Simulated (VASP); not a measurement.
# SnO (Pmn2_1) in VASP: settings compared

Aim: see how the results for SnO move with the level of theory and the settings. Levels: LDA, PBEsol+D3(BJ). Tasks: relaxation of cell and atoms.

All numbers are computed with VASP 6.6.1; they aren't measurements. Logs are shortened: lines on timing, memory, paths and dates and some standing lists are left out, and cuts for length are marked.

## 1. The cell of the first run

Symmetry: Pmn2_1, No. 31, orthorhombic system. The conventional cell has a = 3.355 Å, b = 5.674 Å, c = 4.222 Å, α = 90.00°, β = 90.00°, γ = 90.00°. Sn (site symmetry m) has 3 O at 2.15 to 2.16 Å within 2.8 Å. O (site symmetry m) has 3 Sn at 2.15 to 2.16 Å within 2.8 Å.

## 2. Relaxation of cell and atoms, LDA

The input, INCAR:

```
PREC     = Accurate       # precision mode
ENCUT    = 600            # plane-wave cutoff, eV
EDIFF    = 1E-6           # SCF threshold, eV
ISMEAR   = 0              # smearing method
SIGMA    = 0.01           # smearing width, eV
LREAL    = False          # projectors in reciprocal space
LASPH    = True           # aspherical terms in the spheres
NELM     = 80             # most SCF steps
ALGO     = Normal         # electronic algorithm
ISIF     = 3              # what is computed and relaxed
LWAVE    = False          # write WAVECAR
LCHARG   = False          # write CHGCAR
IBRION   = 2              # ionic algorithm
NSW      = 80             # ionic steps
EDIFFG   = -0.03          # ionic threshold
```

The input, KPOINTS:

```
Automatic mesh
0
Gamma
  6 4 6
```

The input, POSCAR:

```
SnO
1.0
    3.3550050000      0.0000000000      0.0000000000
    0.0000000000      5.6741040000      0.0000000000
    0.0000000000      0.0000000000      4.2219700000
Sn O
2 2
Direct
    0.0000000000      0.2319090000      0.5131440000
    0.5000000000      0.7680910000      0.0131440000
    0.0000000000      0.8912500000      0.7368570000
    0.5000000000      0.1087500000      0.2368570000
```

Potentials or basis: VASP PAW LDA potentials, release 64 (Sn_d, O).

Started as:

```bash
> cat potpaw_LDA.64/Sn_d/POTCAR potpaw_LDA.64/O/POTCAR > POTCAR
> mpirun -np 1 vasp_std > vasp.out
```

OUTCAR:

```text
PREC = Accurate
   ENCUT = 600
   EDIFF = 1E-6
   ISMEAR = 0
   LREAL = False
   LASPH = True
   NELM = 80
   ISIF = 3
   IBRION = 2
   NSW = 80
   EDIFFG = -0.03

 ion  position               nearest neighbor table
   1  0.000  0.232  0.513-   3 2.15   4 2.16   4 2.16
   2  0.500  0.768  0.013-   4 2.15   3 2.16   3 2.16
   3  0.000  0.891  0.737-   1 2.15   2 2.16   2 2.16
   4  0.500  0.109  0.237-   2 2.15   1 2.16   1 2.16

  LATTYP: Found a simple orthorhombic cell.
 ALAT       =     3.3550050000
 B/A-ratio  =     1.2584094510
 C/A-ratio  =     1.6912356315

  Lattice vectors:

 A1 = (  -3.3550050000,   0.0000000000,   0.0000000000)
 A2 = (   0.0000000000,   0.0000000000,   4.2219700000)
 A3 = (   0.0000000000,   5.6741040000,   0.0000000000)

Analysis of symmetry for initial positions (statically):
=====================================================================
 Subroutine PRICEL returns:
 Original cell was already a primitive cell.

 Routine SETGRP: Setting up the symmetry group for a
 simple orthorhombic supercell.

 Subroutine GETGRP returns: Found  4 space group operations
 (whereof  2 operations were pure point group operations)
 out of a pool of  8 trial point group operations.

The static configuration has the point symmetry C_1h.
 The point group associated with its full space group is C_2v.

Analysis of symmetry for dynamics (positions and initial velocities):
=====================================================================
 Subroutine PRICEL returns:
 Original cell was already a primitive cell.

 Routine SETGRP: Setting up the symmetry group for a
 simple orthorhombic supercell.

 Subroutine GETGRP returns: Found  4 space group operations
 (whereof  2 operations were pure point group operations)
 out of a pool of  8 trial point group operations.

The dynamic configuration has the point symmetry C_1h.
 The point group associated with its full space group is C_2v.

 Subroutine INISYM returns: Found  4 space group operations
 (whereof  2 operations are pure point group operations),
 and found     1 'primitive' translations

----------------------------------------------------------------------------------------

                                     Primitive cell

  volume of cell :      80.3722

  direct lattice vectors                    reciprocal lattice vectors
     3.355005000  0.000000000  0.000000000     0.298062149  0.000000000  0.000000000
[... 86 lines left out ...]
   LSORBIT =      F    spin-orbit coupling
   LASPH  =      T    aspherical Exc in radial PAW
   ENCUT  =  600.0 eV  44.10 Ry    6.64 a.u.   6.70 11.33  8.43*2*pi/ulx,y,z
   NELM   =     80;   NELMIN=  2; NELMDL= -5     # of ELM steps
   EDIFF  = 0.1E-05   stopping-criterion for ELM
   LREAL  =      F    real-space projection
   EDIFFG = -.3E-01   stopping-criterion for IOM
   NSW    =     80    number of steps for IOM
   IBRION =      2    ionic relax: 0-MD 1-quasi-New 2-CG
   NFREE  =      1    steps in history (QN), initial steepest desc. (CG)
   ISIF   =      3    stress and relaxation
   ISYM   =      2    0-nonsym 1-usesym 2-fastsym
   POTIM  = 0.5000    time-step for ionic-motion
   TEBEG  =    0.0;   TEEND  =   0.0 temperature during run
   PSTRESS=    0.0 pullay stress
   NELECT =      40.0000    total number of electrons
   NUPDOWN=      -1.0000    fix difference up-down
   EMIN   =  10.00;   EMAX   =-10.00  energy-range for DOS
   EFERMI =   0.00;   METHOD = LEGACY
   ISMEAR =     0;   SIGMA  =   0.01  broadening in eV -4-tet -1-fermi 0-gaus
   EFERMI_NEDOS =   21; number of points for ismear=-14 and -15
   IALGO  =     38    algorithm
   IMIX   =      4    mixing-type and parameters
     AMIX     =   0.40;   BMIX     =  1.00
     AMIX_MAG =   1.60;   BMIX_MAG =  1.00
  volume/ion in A,a.u.               =      20.09       135.59
  Fermi-wavevector in a.u.,A,eV,Ry     =   1.297357  2.451650 22.900458  1.683136
  Thomas-Fermi vector in A             =   2.428755
   LORBIT       =      0    0 simple, 1 ext, 2 COOP (PROOUT), +10 PAW based schemes
   GGA     = CA    functional components
   LHFCALC =     F    Hartree Fock is set to
   AEXX    =    0.0000 exact exchange contribution
   IVDW    =     0    specifies the selected vdW correction
   LEPSILON=     F    determine dielectric tensor
   LRPA    =     F    only Hartree local field effects (RPA)
 conjugate gradient relaxation of ions
 non-spin polarized calculation
 Gauss-broadening in eV      SIGMA  =   0.01
  energy-cutoff  :      600.00
  volume of cell :       80.37
 maximum number of plane-waves:      2719
 NGX is ok and might be reduce to    28
   NGX = 13   NGY = 23   NGZ = 17

--------------------------------------- Ionic step        1  -------------------------------------------

 number of electron      40.0000004 magnetization

 Free energy of the ion-electron system (eV)
  ---------------------------------------------------
  ext. energy  EPLUGINS =         0.00000000
  ---------------------------------------------------
  free energy    TOTEN  =       -25.18748618 eV

  energy without entropy =      -25.18748618  energy(sigma->0) =      -25.18748618

 E-fermi :   4.6230     XC(G=0):  -9.9653

 val. band max:        4.5235352685   @ k =   0.0000   0.0000   0.0000
 cond. band min:       6.1222646233   @ k =   0.3333   0.5000   0.0000
 fundamental gap:      1.5987293548
 Fermi energy:         4.6229714779

 k-point     1 :       0.0000    0.0000    0.0000
  band No.  band energies     occupation
      1     -16.5532      2.00000
      2     -16.2469      2.00000
      3     -16.1607      2.00000
      4     -16.1366      2.00000
      5     -16.1098      2.00000
      6     -16.0765      2.00000
[... 746 lines left out ...]
  FREE ENERGIE OF THE ION-ELECTRON SYSTEM (eV)
  ---------------------------------------------------
  free  energy   TOTEN  =       -25.2675000250 eV

  energy  without entropy=      -25.2675000250  energy(sigma->0) =      -25.26750002

[... ionic steps 4 to 27 ...]

--------------------------------------- Ionic step       28  -------------------------------------------

 number of electron      39.9999997 magnetization

------------------------ aborting loop because EDIFF is reached ----------------------------------------
[... 71 lines left out ...]
--------------------------------------- Ionic step       30  -------------------------------------------

 number of electron      39.9999997 magnetization

 Free energy of the ion-electron system (eV)
  ---------------------------------------------------
  ext. energy  EPLUGINS =         0.00000000
  ---------------------------------------------------
  free energy    TOTEN  =       -25.32277304 eV

  energy without entropy =      -25.32277304  energy(sigma->0) =      -25.32277304

 E-fermi :   6.4450     XC(G=0): -10.8160

 val. band max:        6.3269885889   @ k =   0.0000   0.0000   0.0000
 cond. band min:       7.6473930526   @ k =   0.3333   0.5000   0.0000
 fundamental gap:      1.3204044637
 Fermi energy:         6.4450163277

 k-point     1 :       0.0000    0.0000    0.0000
  band No.  band energies     occupation
      1     -14.9431      2.00000
      2     -14.5852      2.00000
      3     -14.5180      2.00000
      4     -14.4380      2.00000
      5     -14.4168      2.00000
      6     -14.4093      2.00000
[... 670 lines left out ...]
  FREE ENERGIE OF THE ION-ELECTRON SYSTEM (eV)
  ---------------------------------------------------
  free  energy   TOTEN  =       -25.3227730363 eV

  energy  without entropy=      -25.3227730363  energy(sigma->0) =      -25.32277304

 reached required accuracy - stopping structural energy minimisation
```

CONTCAR:

```text
SnO
   1.00000000000000
     3.2915306685726176    0.0000000000000000    0.0000000000000000
     0.0000000000000000    5.6616309265529576    0.0000000000000000
     0.0000000000000000    0.0000000000000000    3.6842751529304452
  Sn              O
     2     2
Direct
     0.0000000000000000    0.2374238455217702    0.5375063690853646
     0.5000000000000000    0.7625761544782301    0.0375063690853646
     0.0000000000000000    0.8804152113783023    0.7124946309146328
     0.5000000000000000    0.1195847886216978    0.2124946309146329

  0.00000000E+00  0.00000000E+00  0.00000000E+00
  0.00000000E+00  0.00000000E+00  0.00000000E+00
  0.00000000E+00  0.00000000E+00  0.00000000E+00
  0.00000000E+00  0.00000000E+00  0.00000000E+00
```

Run time: 18 min. Hardware: 1 thread of Intel Xeon Platinum 8559C (Emerald Rapids), shared host; peak memory 0.25 GiB.

What came out:

| Item | Value |
| --- | --- |
| Free energy | -25.3228 eV |
| Relaxed volume | 17.16 Å³/atom |
| Relaxed cell | a = 3.292 Å, b = 5.662 Å, c = 3.684 Å, α = 90.00°, β = 90.00°, γ = 90.00° |
| Space group after relaxing (to 0.1 Å) | Pmn2_1 (No. 31) |
| Energy gained by relaxing | 33.8 meV/atom |
| Ionic steps | 30 |
| Pressure after relaxing | 0.1 GPa |
| Largest force after relaxing | 0.020 eV/Å |
| Band gap on the k mesh | 1.32 eV (least direct gap 1.99 eV) |

Forces in eV/Å, atoms in the order of the input:
```
Sn   0.000  0.019 -0.002
Sn   0.000 -0.019 -0.002
O    0.000  0.013  0.002
O    0.000 -0.013  0.002
```

Step by step:
```tsv
step	energy change (eV)	largest force (eV/Å)	pressure (GPa)	volume (Å³)
1	0.0000	0.6486	-5.26	80.37
2	0.0036	1.4613	5.60	72.94
3	-0.0800	0.3204	-0.45	76.54
4	-0.0925	0.2230	-0.38	75.69
5	-0.1014	0.0715	-0.24	74.38
6	-0.1015	0.0927	-0.22	74.19
7	-0.1054	0.0913	-0.02	73.60
8	-0.1115	0.1164	0.53	72.10
9	-0.1043	0.2334	1.83	69.10
10	-0.1121	0.1515	0.83	71.36
11	-0.1140	0.1097	0.40	71.31
12	-0.1145	0.1546	-0.46	71.19
13	-0.1149	0.0956	-0.07	71.24
14	-0.1154	0.0919	-0.09	71.20
15	-0.1170	0.0805	-0.11	71.09
16	-0.1196	0.0607	-0.14	70.86
17	-0.1225	0.0459	-0.18	70.41
18	-0.1242	0.0592	-0.11	70.23
19	-0.1275	0.1063	0.10	69.68
20	-0.1259	0.2253	0.67	68.59
21	-0.1282	0.1497	0.31	69.29
22	-0.1296	0.1140	0.12	69.22
23	-0.1308	0.1050	-0.30	69.07
24	-0.1319	0.0406	0.04	68.84
25	-0.1321	0.0537	0.40	68.58
26	-0.1322	0.0279	0.28	68.68
27	-0.1330	0.0333	0.18	68.71
28	-0.1344	0.0552	-0.14	68.81
29	-0.1346	0.0620	-0.22	68.84
30	-0.1353	0.0196	0.08	68.66
```

Final structure:
```xyz
4
Lattice="3.2915 0.0000 0.0000 0.0000 5.6616 0.0000 0.0000 0.0000 3.6843" Properties=species:S:1:pos:R:3 pbc="T T T"
Sn    0.0000    1.3442    1.9803
Sn    1.6458    4.3174    0.1382
O     0.0000    4.9846    2.6250
O     1.6458    0.6770    0.7829
```

Levels at points of the mesh, in eV from the valence-band top:
```
           k point  band 16  band 17  band 18  band 19  band 20  band 21  band 22  band 23  band 24
(0.00, 0.00, 0.00)    -4.37    -4.07    -2.86    -2.43     0.00     3.23     3.67     6.51     6.63
(0.50, 0.00, 0.00)    -4.59    -2.98    -2.98    -1.33    -1.33     2.43     2.43     5.93     5.93
(0.00, 0.50, 0.00)    -4.32    -3.98    -2.90    -2.14    -1.74     3.21     4.82     5.20     5.95
(0.50, 0.50, 0.00)    -4.25    -2.95    -2.95    -1.29    -1.29     2.03     2.03     6.37     6.37
(0.00, 0.00, 0.50)    -4.06    -3.42    -3.42    -1.46    -1.46     2.37     2.37     5.73     5.73
(0.50, 0.00, 0.50)    -4.51    -3.91    -3.91    -1.43    -1.43     2.14     2.14     4.61     4.61
(0.00, 0.50, 0.50)    -3.42    -3.31    -3.31    -1.60    -1.60     1.97     1.97     5.95     5.95
(0.50, 0.50, 0.50)    -4.69    -4.20    -4.20    -0.59    -0.59     2.29     2.29     4.20     4.20
```

Caveat: spin-orbit coupling is left out, which moves the levels of the heavy elements. A k mesh can miss the band edges.

## 3. Relaxation of cell and atoms, PBEsol+D3(BJ)

The input, INCAR:

```
SYSTEM = SnO
PREC     = Accurate       ! precision mode
ENCUT    = 600            ! plane-wave cutoff, eV
EDIFF    = 1E-6           ! SCF threshold, eV
ISMEAR   = 0              ! smearing method
SIGMA    = 0.01           ! smearing width, eV
LREAL    = .False.        ! projectors in reciprocal space
LASPH    = .True.         ! aspherical terms in the spheres
NELM     = 60             ! most SCF steps
ALGO     = Normal         ! electronic algorithm
ISIF     = 3              ! what is computed and relaxed
LWAVE    = .False.        ! write WAVECAR
LCHARG   = .False.        ! write CHGCAR
GGA      = PS             ! functional
IVDW     = 12             ! dispersion correction
IBRION   = 2              ! ionic algorithm
NSW      = 80             ! ionic steps
EDIFFG   = -0.03          ! ionic threshold
```

The input, KPOINTS:

```
Automatic mesh
0
Gamma
  6 4 6
  0 0 0
```

POSCAR is that of step 2.

Potentials or basis: VASP PAW PBE potentials, release 64 (Sn_d, O).

Started as:

```bash
> cat potpaw_PBE.64/Sn_d/POTCAR potpaw_PBE.64/O/POTCAR > POTCAR
> mpirun -np 1 vasp_std > vasp.out
```

Wall time 15 min (1 thread of Intel Xeon Platinum 8559C (Emerald Rapids), shared host); peak memory 0.29 GiB.

It converged, with:

```yaml
Free_energy: -24.7152 eV
Relaxed_volume: 16.64 Å³/atom
Relaxed_cell: a = 3.290 Å, b = 5.599 Å, c = 3.614 Å, α = 90.00°, β = 90.00°, γ = 90.00°
Space_group_after_relaxing_to_0.1_Å: Pmn2_1 (No. 31)
Energy_gained_by_relaxing: 41.4 meV/atom
Ionic_steps: 25
Pressure_after_relaxing: 0.1 GPa
Largest_force_after_relaxing: 0.014 eV/Å
Band_gap_on_the_k_mesh: 1.09 eV (least direct gap 1.69 eV)
Dispersion_energy_per_atom: -0.227 eV
```

Forces in eV/Å, atoms in the order of the input:
```
Sn   0.000 -0.010 -0.009
Sn   0.000  0.010 -0.009
O    0.000 -0.011  0.009
O    0.000  0.011  0.009
```

Stress tensor (GPa, compression positive):
```
0.24 0.00 0.00
0.00 0.06 0.00
0.00 0.00 0.00
```

The path:
```csv
step,energy change (eV),largest force (eV/Å),pressure (GPa),volume (Å³)
1,0.0000,0.3461,-4.46,80.37
2,-0.0156,1.2250,3.65,74.04
3,-0.0562,0.4621,-0.39,76.84
4,-0.0765,0.3414,-0.36,75.62
5,-0.0955,0.1743,-0.23,73.40
6,-0.0962,0.2207,-0.19,72.82
7,-0.1099,0.2059,-0.09,71.74
8,-0.1271,0.1508,0.42,68.51
9,-0.1334,0.2600,-0.77,68.90
10,-0.1335,0.2822,-0.95,68.96
11,-0.1370,0.2350,-0.77,68.81
12,-0.1436,0.1962,-0.19,68.38
13,-0.1383,0.4163,1.04,67.51
14,-0.1445,0.2640,0.20,68.13
15,-0.1491,0.2085,0.02,68.05
16,-0.1562,0.0900,-0.29,67.80
17,-0.1565,0.0835,-0.36,67.73
18,-0.1608,0.0873,-0.16,67.35
19,-0.1628,0.1018,0.08,66.91
20,-0.1628,0.1043,0.10,66.85
21,-0.1643,0.0414,-0.13,66.81
22,-0.1645,0.0717,-0.30,66.78
23,-0.1649,0.0647,0.30,66.42
24,-0.1650,0.0553,0.13,66.53
25,-0.1654,0.0143,0.10,66.57
```

Final structure:
```cif
data_structure
_symmetry_space_group_name_H-M 'P 1'
_symmetry_Int_Tables_number 1
_cell_length_a 3.2899
_cell_length_b 5.5986
_cell_length_c 3.6144
_cell_angle_alpha 90.000
_cell_angle_beta 90.000
_cell_angle_gamma 90.000
_cell_volume 66.57
loop_
_atom_site_label
_atom_site_type_symbol
_atom_site_fract_x
_atom_site_fract_y
_atom_site_fract_z
_atom_site_occupancy
Sn1 Sn 0.00000 0.24366 0.54534 1
Sn2 Sn 0.50000 0.75634 0.04534 1
O1 O 0.00000 0.87596 0.70466 1
O2 O 0.50000 0.12404 0.20466 1
```

Levels at points of the mesh, in eV from the valence-band top:
| k point | band 18 | band 19 | band 20 | band 21 | band 22 | band 23 |
| --- | --- | --- | --- | --- | --- | --- |
| (0.00, 0.00, 0.00) | -2.82 | -2.48 | 0.00 | 3.21 | 3.91 | 6.60 |
| (0.50, 0.00, 0.00) | -3.00 | -1.35 | -1.35 | 2.37 | 2.37 | 5.96 |
| (0.00, 0.50, 0.00) | -2.86 | -2.22 | -1.80 | 3.16 | 4.89 | 5.44 |
| (0.50, 0.50, 0.00) | -2.94 | -1.43 | -1.43 | 2.02 | 2.02 | 6.31 |
| (0.00, 0.00, 0.50) | -3.34 | -1.40 | -1.40 | 2.35 | 2.35 | 5.85 |
| (0.50, 0.00, 0.50) | -4.01 | -1.66 | -1.66 | 1.98 | 1.98 | 4.72 |
| (0.00, 0.50, 0.50) | -3.33 | -1.68 | -1.68 | 2.00 | 2.00 | 6.01 |
| (0.50, 0.50, 0.50) | -4.35 | -0.66 | -0.66 | 2.12 | 2.12 | 4.21 |

Caveat: the volume moved by over 15 % at a fixed basis, so the end points are rough; the PAW data sets were made with another functional, which shifts forces and pressure a little; spin-orbit coupling is left out, which moves the levels of the heavy elements. A k mesh can miss the band edges.
